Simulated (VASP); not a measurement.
# Na4W in VASP: single point with PBEsol

Aim: the single point of Na4W with PBEsol.

Everything below comes from runs of VASP 6.6.1. Logs are shortened: lines on timing, memory, paths and dates and some standing lists are left out, and cuts for length are marked.

### Step 1. The cell of the first run

The cell holds a slab with vacuum, 5 atoms: a = 4.167 Å, b = 4.167 Å, c = 25.251 Å, α = 90.00°, β = 90.00°, γ = 90.00°.

### Step 2. Single point, PBEsol, collinear spin

The input, INCAR:

```
SYSTEM = Na4W
ALGO = Normal
DIPOL = 0.5 0.5 0.510
EDIFF = 1E-6
ENCUT = 520
GGA = PS
IDIPOL = 3
ISIF = 2
ISMEAR = 0
ISPIN = 2
LASPH = .True.
LCHARG = .False.
LDIPOL = .True.
LMAXMIX = 4
LORBIT = 11
LREAL = .False.
LWAVE = .False.
MAGMOM = 0 0 0 0 4
NBANDS = 33
NELM = 150
PREC = Accurate
SIGMA = 0.1
```

The input, KPOINTS:

```
k-points
0
Gamma
  7 7 1
  0 0 0
```

The input, POSCAR:

```
Na4W
1.0
    4.1673657450      0.0000000000      0.0000000000
    0.0000000000      4.1673657450      0.0000000000
    0.0000000000      0.0000000000     25.2510486175
Na W
4 1
Direct
    0.5000000000      0.5000000000      0.3366196838
    0.0000000000      0.0000000000      0.4191383508
    0.5000000000      0.5000000000      0.5002655693
    0.0000000000      0.0000000000      0.5881732494
    0.0000000000      0.0000000000      0.7078977496
```

Potentials or basis: VASP PAW PBE potentials, release 64 (Na_pv, W_sv).

The run is started by

```bash
cat potpaw_PBE.64/Na_pv/POTCAR potpaw_PBE.64/W_sv/POTCAR > POTCAR
mpirun -np 1 vasp_std > vasp.out
```

OUTCAR:

```text
SYSTEM = Na4W
   EDIFF = 1E-6
   ENCUT = 520
   GGA = PS
   ISIF = 2
   ISMEAR = 0
   ISPIN = 2
   LASPH = .True.
   LORBIT = 11
   LREAL = .False.
   NELM = 150
   PREC = Accurate

 ion  position               nearest neighbor table
   1  0.500  0.500  0.337-
   2  0.000  0.000  0.419-
   3  0.500  0.500  0.500-
   4  0.000  0.000  0.588-   5 3.02
   5  0.000  0.000  0.708-   4 3.02

  LATTYP: Found a simple tetragonal cell.
 ALAT       =     4.1673657450
 C/A-ratio  =     6.0592350570

  Lattice vectors:

 A1 = (   4.1673657450,   0.0000000000,   0.0000000000)
 A2 = (   0.0000000000,   4.1673657450,   0.0000000000)
 A3 = (   0.0000000000,   0.0000000000,  25.2510486175)

Analysis of symmetry for initial positions (statically):
=====================================================================
 Subroutine PRICEL returns:
 Original cell was already a primitive cell.

 Routine SETGRP: Setting up the symmetry group for a
 simple tetragonal supercell.

 Subroutine GETGRP returns: Found  8 space group operations
 (whereof  8 operations were pure point group operations)
 out of a pool of 16 trial point group operations.

The static configuration has the point symmetry C_4v.

Analysis of symmetry for dynamics (positions and initial velocities):
=====================================================================
 Subroutine PRICEL returns:
 Original cell was already a primitive cell.

 Routine SETGRP: Setting up the symmetry group for a
 simple tetragonal supercell.

 Subroutine GETGRP returns: Found  8 space group operations
 (whereof  8 operations were pure point group operations)
 out of a pool of 16 trial point group operations.

The dynamic configuration has the point symmetry C_4v.

Analysis of structural, dynamic, and magnetic symmetry:
=====================================================================
 Subroutine PRICEL returns:
 Original cell was already a primitive cell.

 Routine SETGRP: Setting up the symmetry group for a
 simple tetragonal supercell.

 Subroutine GETGRP returns: Found  8 space group operations
 (whereof  8 operations were pure point group operations)
 out of a pool of 16 trial point group operations.

The overall configuration has the point symmetry C_4v.

 Subroutine INISYM returns: Found  8 space group operations
 (whereof  8 operations are pure point group operations),
 and found     1 'primitive' translations

----------------------------------------------------------------------------------------

                                     Primitive cell

  volume of cell :     438.5334

  direct lattice vectors                    reciprocal lattice vectors
     4.167365745  0.000000000  0.000000000     0.239959740  0.000000000  0.000000000
     0.000000000  4.167365745  0.000000000     0.000000000  0.239959740  0.000000000
     0.000000000  0.000000000 25.251048618     0.000000000  0.000000000  0.039602316

  length of vectors
     4.167365745  4.167365745 25.251048618     0.239959740  0.239959740  0.039602316

  position of ions in fractional coordinates (direct lattice)
     0.500000000  0.500000000  0.336619684
     0.000000000  0.000000000  0.419138351
     0.500000000  0.500000000  0.500265569
     0.000000000  0.000000000  0.588173249
     0.000000000  0.000000000  0.707897750

  ion indices of the primitive-cell ions
   primitive index   ion index
                 1           1
                 2           2
                 3           3
                 4           4
                 5           5

----------------------------------------------------------------------------------------

 KPOINTS: k-points

Automatic generation of k-mesh.
 Grid dimensions read from file:
 generate k-points for:    7    7    1

 Generating k-lattice:

  Cartesian coordinates                     Fractional coordinates (reciprocal lattice)
     0.034279963  0.000000000  0.000000000     0.142857143  0.000000000  0.000000000
     0.000000000  0.034279963  0.000000000     0.000000000  0.142857143  0.000000000
     0.000000000  0.000000000  0.039602316     0.000000000  0.000000000  1.000000000

  Length of vectors
     0.034279963  0.034279963  0.039602316

  Shift w.r.t. Gamma in fractional coordinates (k-lattice)
     0.000000000  0.000000000  0.000000000

 Subroutine IBZKPT returns following result:
 ===========================================

 Found     10 irreducible k-points:

 Following reciprocal coordinates:
            Coordinates               Weight
  0.000000  0.000000  0.000000      1.000000
  0.142857  0.000000  0.000000      4.000000
  0.285714  0.000000  0.000000      4.000000
  0.428571  0.000000  0.000000      4.000000
  0.142857  0.142857  0.000000      4.000000
  0.285714  0.142857  0.000000      8.000000
  0.428571  0.142857  0.000000      8.000000
  0.285714  0.285714  0.000000      4.000000
  0.428571  0.285714  0.000000      8.000000
  0.428571  0.428571  0.000000      4.000000
   k-points           NKPTS =     10   k-points in BZ     NKDIM =     10   number of bands    NBANDS=     33
   number of dos      NEDOS =    301   number of ions     NIONS =      5
   total plane-waves  NPLWV = 196608
   dimension x,y,z NGX =    32 NGY =   32 NGZ =  192
   dimension x,y,z NGXF=    64 NGYF=   64 NGZF=  384
   ions per type =               4   1
   NGX,Y,Z   is equivalent  to a cutoff of  12.77, 12.77, 12.64 a.u.
   NGXF,Y,Z  is equivalent  to a cutoff of  25.53, 25.53, 25.28 a.u.
 SYSTEM =  Na4W
   PREC   = accura    normal or accurate (medium, high low for compatibility)
   ISTART =      0    job   : 0-new  1-cont  2-samecut
   ICHARG =      2    charge: 1-file 2-atom 10-const
   ISPIN  =      2    spin polarized calculation?
   LNONCOLLINEAR =      F non collinear calculations
   LSORBIT =      F    spin-orbit coupling
   LASPH  =      T    aspherical Exc in radial PAW
   ENCUT  =  520.0 eV  38.22 Ry    6.18 a.u.   7.75  7.75 46.95*2*pi/ulx,y,z
   NELM   =    150;   NELMIN=  2; NELMDL= -5     # of ELM steps
   EDIFF  = 0.1E-05   stopping-criterion for ELM
   LREAL  =      F    real-space projection
   EDIFFG = 0.1E-04   stopping-criterion for IOM
   NSW    =      0    number of steps for IOM
   IBRION =     -1    ionic relax: 0-MD 1-quasi-New 2-CG
   NFREE  =      0    steps in history (QN), initial steepest desc. (CG)
   ISIF   =      2    stress and relaxation
   ISYM   =      2    0-nonsym 1-usesym 2-fastsym
   POTIM  = 0.5000    time-step for ionic-motion
   TEBEG  =    0.0;   TEEND  =   0.0 temperature during run
   PSTRESS=    0.0 pullay stress
   NELECT =      42.0000    total number of electrons
   NUPDOWN=      -1.0000    fix difference up-down
   EMIN   =  10.00;   EMAX   =-10.00  energy-range for DOS
   EFERMI =   0.00;   METHOD = LEGACY
   ISMEAR =     0;   SIGMA  =   0.10  broadening in eV -4-tet -1-fermi 0-gaus
   EFERMI_NEDOS =   21; number of points for ismear=-14 and -15
   IALGO  =     38    algorithm
   IMIX   =      4    mixing-type and parameters
     AMIX     =   0.40;   BMIX     =  1.00
     AMIX_MAG =   1.60;   BMIX_MAG =  1.00
  volume/ion in A,a.u.               =      87.71       591.87
  Fermi-wavevector in a.u.,A,eV,Ry     =   0.749015  1.415433  7.633183  0.561023
  Thomas-Fermi vector in A             =   1.845436
   LORBIT       =     11    0 simple, 1 ext, 2 COOP (PROOUT), +10 PAW based schemes
   GGA     = PS    functional components
   LHFCALC =     F    Hartree Fock is set to
   AEXX    =    0.0000 exact exchange contribution
   IVDW    =     0    specifies the selected vdW correction
   LEPSILON=     F    determine dielectric tensor
   LRPA    =     F    only Hartree local field effects (RPA)
 spin polarized calculation
 Gauss-broadening in eV      SIGMA  =   0.10
  energy-cutoff  :      520.00
  volume of cell :      438.53
 maximum number of plane-waves:     11834
 NGX is ok and might be reduce to    32
   NGX = 15   NGY = 15   NGZ = 93

 number of electron      42.0000059 magnetization       4.9332691

 dipolmoment           0.000000      0.000000      0.142159 electrons x Angstroem

 Free energy of the ion-electron system (eV)
  ---------------------------------------------------
  ext. energy  EPLUGINS =         0.00000000
  ---------------------------------------------------
  free energy    TOTEN  =       -10.82783574 eV

  energy without entropy =      -10.79300759  energy(sigma->0) =      -10.81042166

 E-fermi :  -1.5603     XC(G=0):  -3.6787

 val. band max:       -1.5620020300   @ k =   0.4286   0.2857   0.0000
 cond. band min:      -1.5282299543   @ k =   0.4286   0.1429   0.0000
 fundamental gap:      0.0337720756
 Fermi energy:        -1.5603002311

 spin component 1

 k-point     1 :       0.0000    0.0000    0.0000
  band No.  band energies     occupation
      1     -75.8369      1.00000
      2     -40.2724      1.00000
      3     -40.2724      1.00000
      4     -40.2622      1.00000
      5     -26.7776      1.00000
      6     -26.7591      1.00000
[... 25 lines left out ...]
     32       3.6951      0.00000
     33       3.6951      0.00000

 k-point     2 :       0.1429    0.0000    0.0000
  band No.  band energies     occupation
      1     -75.8369      1.00000
      2     -40.2737      1.00000
      3     -40.2724      1.00000
      4     -40.2621      1.00000
      5     -26.7775      1.00000
      6     -26.7601      1.00000
[... 25 lines left out ...]
     32       2.7832      0.00000
     33       3.2881      0.00000
[... 250 lines left out ...]
     32       2.0879      0.00000
     33       2.5022      0.00000

 k-point    10 :       0.4286    0.4286    0.0000
  band No.  band energies     occupation
      1     -75.8367      1.00000
      2     -40.2785      1.00000
      3     -40.2785      1.00000
      4     -40.2613      1.00000
      5     -26.7765      1.00000
      6     -26.7640      1.00000
[... 25 lines left out ...]
     32       1.4409      0.00000
     33       2.0530      0.00000
 Fermi energy:        -1.5603002311

 spin component 2

 k-point     1 :       0.0000    0.0000    0.0000
  band No.  band energies     occupation
      1     -74.3022      1.00000
      2     -38.2072      1.00000
      3     -38.2072      1.00000
      4     -38.1536      1.00000
      5     -26.7761      1.00000
      6     -26.7579      1.00000
[... 25 lines left out ...]
     32       3.7273      0.00000
     33       3.7273      0.00000

 k-point     2 :       0.1429    0.0000    0.0000
  band No.  band energies     occupation
      1     -74.3022      1.00000
      2     -38.2085      1.00000
      3     -38.2071      1.00000
      4     -38.1535      1.00000
      5     -26.7761      1.00000
      6     -26.7590      1.00000
[... 25 lines left out ...]
     32       3.0214      0.00000
     33       3.8799      0.00000
[... 250 lines left out ...]
     32       2.5368      0.00000
     33       2.6485      0.00000

 k-point    10 :       0.4286    0.4286    0.0000
  band No.  band energies     occupation
      1     -74.3021      1.00000
      2     -38.2131      1.00000
      3     -38.2131      1.00000
      4     -38.1527      1.00000
      5     -26.7751      1.00000
      6     -26.7628      1.00000
[... 25 lines left out ...]
     32       2.0987      0.00000
     33       2.4719      0.00000

------------------------ aborting loop because EDIFF is reached ----------------------------------------

 vacuum level on the upper side and lower side of the slab       (xc-potential included)         0.730        -0.720

  FORCE on cell =-STRESS in cart. coord.  units (eV):
  Direction    XX          YY          ZZ          XY          YZ          ZX
  --------------------------------------------------------------------------------------
  -------------------------------------------------------------------------------------
  Total       -2.7290542     -2.7290542      0.0321598      0.0000000     -0.0000000      0.0000000
  in kB       -9.9705725     -9.9705725      0.1174954      0.0000000     -0.0000000      0.0000000
  external PRESSURE =      -6.6078832 kB  Pullay stress =       0.0000000 kB

 VOLUME and BASIS-vectors are now :
 -----------------------------------------------------------------------------
  energy-cutoff  :      520.00
  volume of cell :      438.53
      direct lattice vectors                 reciprocal lattice vectors
     4.167365745  0.000000000  0.000000000     0.239959740  0.000000000  0.000000000
     0.000000000  4.167365745  0.000000000     0.000000000  0.239959740  0.000000000
     0.000000000  0.000000000 25.251048618     0.000000000  0.000000000  0.039602316

 POSITION                                       TOTAL-FORCE (eV/Angst)
 -----------------------------------------------------------------------------------
      2.08368      2.08368      8.50000        -0.000000     -0.000000     -0.019112
      0.00000      0.00000     10.58368        -0.000000      0.000000      0.017526
      2.08368      2.08368     12.63223        -0.000000      0.000000     -0.004582
      0.00000      0.00000     14.85199        -0.000000      0.000000      0.008116
      0.00000      0.00000     17.87516         0.000000     -0.000000     -0.001948
 -----------------------------------------------------------------------------------
    total drift:                                0.000000      0.000000     -0.000480

  FREE ENERGIE OF THE ION-ELECTRON SYSTEM (eV)
  ---------------------------------------------------
  free  energy   TOTEN  =       -10.8278357414 eV

  energy  without entropy=      -10.7930075874  energy(sigma->0) =      -10.81042166

 vacuum level on the upper side and lower side of the slab         2.570         1.089

 total charge

# of ion       s       p       d       tot
------------------------------------------
    1        0.097   5.958   0.000   6.056
    2        0.094   5.969   0.000   6.064
    3        0.098   5.966   0.000   6.064
    4        0.090   5.967   0.000   6.057
    5        2.398   5.955   3.328  11.681
--------------------------------------------------
tot          2.778  29.816   3.328  35.921

 magnetization (x)

# of ion       s       p       d       tot
------------------------------------------
    1        0.003  -0.000   0.000   0.002
    2       -0.001   0.001   0.000  -0.000
    3       -0.001   0.001   0.000   0.000
    4        0.001   0.008   0.000   0.008
    5        0.133   0.019   3.285   3.437
--------------------------------------------------
tot          0.135   0.027   3.285   3.448
```

Wall time 5.8 min (1 thread of Intel Xeon 6975P-C (Granite Rapids), shared host); peak memory 0.74 GiB.

What came out:

```yaml
Free_energy: -10.8278 eV
Largest_force: 0.019 eV/Å
Net_moment: 4.93 μB per cell
Site_moments: Na +0.00, -0.00, +0.01 (each value once); W +3.44 μB
Valence_electrons_inside_the_program's_atomic_spheres: Na 6.06; W 11.68
```

Forces on the atoms (eV/Å):
```
Na   0.000  0.000 -0.019
Na   0.000  0.000  0.018
Na   0.000  0.000 -0.005
Na   0.000  0.000  0.008
W    0.000  0.000 -0.002
```

Levels at points of the mesh, in eV from the Fermi level:
Spin up:
```csv
k point,band 22,band 23,band 24,band 25,band 26,band 27
"(0.00, 0.00, 0.00)",-0.44,-0.44,-0.20,-0.14,0.89,2.02
```
Spin down:
| k point | band 17 | band 18 | band 19 | band 20 | band 21 | band 22 |
| --- | --- | --- | --- | --- | --- | --- |
| (0.00, 0.00, 0.00) | -2.99 | -2.19 | -1.50 | -0.20 | 1.08 | 1.14 |

Caveat: the PAW data sets were made with another functional, which shifts forces and pressure a little; spin-orbit coupling is left out, which moves the levels of the heavy elements.
